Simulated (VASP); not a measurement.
# Bi (Im-3m) in VASP: a series of runs, part 2 of 2

VASP 6.6.1.

**3. Single point, PBEsol**

This run uses another cell than the first one, of 29.95 Å³/atom, 1.031 times its volume.

File INCAR:

```
SYSTEM = Bi
ALGO = Normal ; EDIFF = 1E-6
ENCUT = 500 ; GGA = PS
GGA_COMPAT = .FALSE. ; ISIF = 2
ISMEAR = 0 ; LASPH = .TRUE.
LCHARG = .TRUE. ; LELF = .TRUE.
LREAL = .FALSE. ; LVHAR = .TRUE.
LWAVE = .FALSE. ; NBANDS = 14
NELM = 120 ; PREC = Accurate
SIGMA = 0.1
```

File KPOINTS:

```
k-points
0
G
  16 16 16
  0 0 0
```

File POSCAR:

```
Bi
1.0
   -1.9563580746      1.9563580746      1.9563580746
    1.9563580746     -1.9563580746      1.9563580746
    1.9563580746      1.9563580746     -1.9563580746
Bi
1
Direct
    0.0000000000      0.0000000000      0.0000000000
```

Potentials or basis: VASP PAW PBE potentials, release 64 (Bi_d).

Started as:

```console
$ cat potpaw_PBE.64/Bi_d/POTCAR > POTCAR
$ mpirun -np 1 vasp_std > vasp.out
```

Run time: 66 s. Hardware: 1 thread of AMD EPYC 7R43 (Zen 3), shared host; peak memory 0.15 GiB.

Results (log left out):

| Item | Value |
| --- | --- |
| Free energy | -4.2197 eV |
| Pressure | -0.1 GPa |

Levels at points of the mesh, in eV from the Fermi level:
| k point | band 4 | band 5 | band 6 | band 7 | band 8 | band 9 | band 10 | band 11 |
| --- | --- | --- | --- | --- | --- | --- | --- | --- |
| (0.00, 0.00, 0.00) | -22.82 | -22.82 | -13.79 | 5.41 | 5.41 | 5.41 | 9.62 | 10.50 |
| (0.50, 0.00, 0.00) | -22.83 | -22.72 | -10.52 | -5.29 | 1.67 | 3.57 | 6.11 | 7.69 |
| (0.50, 0.50, 0.50) | -22.75 | -22.75 | -8.23 | -1.88 | -1.88 | -1.88 | 3.50 | 3.50 |

Caveat: the PAW data sets were made with another functional, which shifts forces and pressure a little; spin-orbit coupling is left out, which moves the levels of the heavy elements.

**4. Single point, PBEsol (volume scaled by 1.03)**

File INCAR:

```
PREC = Accurate
ENCUT = 500
EDIFF = 1E-6
ISMEAR = 0
SIGMA = 0.1
LREAL = False
LASPH = True
NELM = 120
ALGO = Normal
ISIF = 2
LWAVE = False
LCHARG = False
GGA = PS
NBANDS = 14
GGA_COMPAT = False
```

File KPOINTS:

```
regular mesh
0
Gamma
  16 16 16
```

File POSCAR:

```
Bi
1.0
   -1.9757292163      1.9757292163      1.9757292163
    1.9757292163     -1.9757292163      1.9757292163
    1.9757292163      1.9757292163     -1.9757292163
Bi
1
Direct
    0.0000000000      0.0000000000      0.0000000000
```

Potentials or basis: VASP PAW PBE potentials, release 64 (Bi_d).

Started as:

```console
$ cat potpaw_PBE.64/Bi_d/POTCAR > POTCAR
$ mpirun -np 1 vasp_std > vasp.out
```

OUTCAR:

```text
PREC = Accurate
   ENCUT = 500
   EDIFF = 1E-6
   ISMEAR = 0
   LREAL = False
   LASPH = True
   NELM = 120
   ISIF = 2
   GGA = PS

 ion  position               nearest neighbor table
   1  0.000  0.000  0.000-

  LATTYP: Found a body centered cubic cell.
 ALAT       =     3.9514584326

  Lattice vectors:

 A1 = (  -1.9757292163,   1.9757292163,   1.9757292163)
 A2 = (   1.9757292163,  -1.9757292163,   1.9757292163)
 A3 = (   1.9757292163,   1.9757292163,  -1.9757292163)

Analysis of symmetry for initial positions (statically):
=====================================================================
 Subroutine PRICEL returns:
 Original cell was already a primitive cell.

 Routine SETGRP: Setting up the symmetry group for a
 body centered cubic supercell.

 Subroutine GETGRP returns: Found 48 space group operations
 (whereof 48 operations were pure point group operations)
 out of a pool of 48 trial point group operations.

The static configuration has the point symmetry O_h .

Analysis of symmetry for dynamics (positions and initial velocities):
[... 169 lines left out ...]
      3     -15.1032      2.00000
      4     -14.9696      2.00000
      5     -14.9696      2.00000
      6      -5.7384      2.00000
      7      13.0334      0.00000
      8      13.0334      0.00000
      9      13.0334      0.00000
     10      17.0662      0.00000
     11      18.3328      0.00000
     12      18.3328      0.00000
     13      18.3328      0.00000
     14      19.6027      0.00000
[... 377 lines left out ...]
      1     -15.1161      2.00000
      2     -15.0611      2.00000
      3     -14.9903      2.00000
      4     -14.9833      2.00000
      5     -14.9331      2.00000
      6      -3.3404      2.00000
      7       4.8414      2.00000
      8       7.7295      1.85258
      9      10.7807      0.00000
     10      15.8039      0.00000
     11      17.2583      0.00000
     12      19.5424      0.00000
     13      21.6817      0.00000
     14      22.0567      0.00000

 [... further k-points ...]

------------------------ aborting loop because EDIFF is reached ----------------------------------------

  FORCE on cell =-STRESS in cart. coord.  units (eV):
  Direction    XX          YY          ZZ          XY          YZ          ZX
  --------------------------------------------------------------------------------------
  -------------------------------------------------------------------------------------
  Total       -0.3189958     -0.3189958     -0.3189958      0.0000000      0.0000000      0.0000000
  in kB      -16.5673592    -16.5673592    -16.5673592      0.0000000      0.0000000      0.0000000
  external PRESSURE =     -16.5673592 kB  Pullay stress =       0.0000000 kB

 VOLUME and BASIS-vectors are now :
 -----------------------------------------------------------------------------
  energy-cutoff  :      500.00
  volume of cell :       30.85
      direct lattice vectors                 reciprocal lattice vectors
    -1.975729216  1.975729216  1.975729216     0.000000000  0.253071117  0.253071117
     1.975729216 -1.975729216  1.975729216     0.253071117  0.000000000  0.253071117
     1.975729216  1.975729216 -1.975729216     0.253071117  0.253071117  0.000000000

 POSITION                                       TOTAL-FORCE (eV/Angst)
 -----------------------------------------------------------------------------------
      0.00000      0.00000      0.00000        -0.000000      0.000000      0.000000
 -----------------------------------------------------------------------------------
    total drift:                                0.000000     -0.000000      0.000000

  FREE ENERGIE OF THE ION-ELECTRON SYSTEM (eV)
  ---------------------------------------------------
  free  energy   TOTEN  =        -4.2152333622 eV

  energy  without entropy=       -4.2109850804  energy(sigma->0) =       -4.21310922
```

stdout:

```text
POSCAR found type information on POSCAR Bi
 POSCAR found :  1 types and       1 ions
 scaLAPACK will be used
 -----------------------------------------------------------------------------
|                                                                             |
|                                                                             |
|     You enforced a specific xc type in the INCAR file but a different       |
|     I HOPE YOU KNOW WHAT YOU ARE DOING!                                     |
|                                                                             |
 -----------------------------------------------------------------------------

 LDA part: xc-table for (Slater+PW92), standard interpolation
 POSCAR, INCAR and KPOINTS ok, starting setup
 FFT: planning ... GRIDC
 FFT: planning ... GRID_SOFT
 FFT: planning ... GRID
 WAVECAR not read
 entering main loop
```

It took 61 s on 1 thread of AMD EPYC 7R43 (Zen 3), shared host; peak memory 0.15 GiB.

Results:

- Free energy: -4.2152 eV
- Pressure: -1.7 GPa

Caveat: the cell differs from its parent crystal (volume scaled by 1.03); the PAW data sets were made with another functional, which shifts forces and pressure a little; spin-orbit coupling is left out, which moves the levels of the heavy elements.

**5. Summary**

| cell | gap on the mesh (eV) | pressure (GPa) |
| --- | --- | --- |
| a = 3.354 Å, angles 109.5°, 1 atom | none | 1.9 |
| a = 3.389 Å, angles 109.5°, 1 atom | none | -0.1 |
| a = 3.422 Å, angles 109.5°, 1 atom | none | -1.7 |

Alike in all rows: task single point; level PBEsol; potentials or basis VASP PAW PBE potentials, release 64 (Bi_d); no spin polarisation; k mesh 16 × 16 × 16; cutoff (eV) 500; smearing gaussian 0.1 eV.

Caveats: the PAW data sets were made with another functional, which shifts forces and pressure a little; spin-orbit coupling is left out, which moves the levels of the heavy elements.

Absolute energies hang on the potentials; compare differences alone.
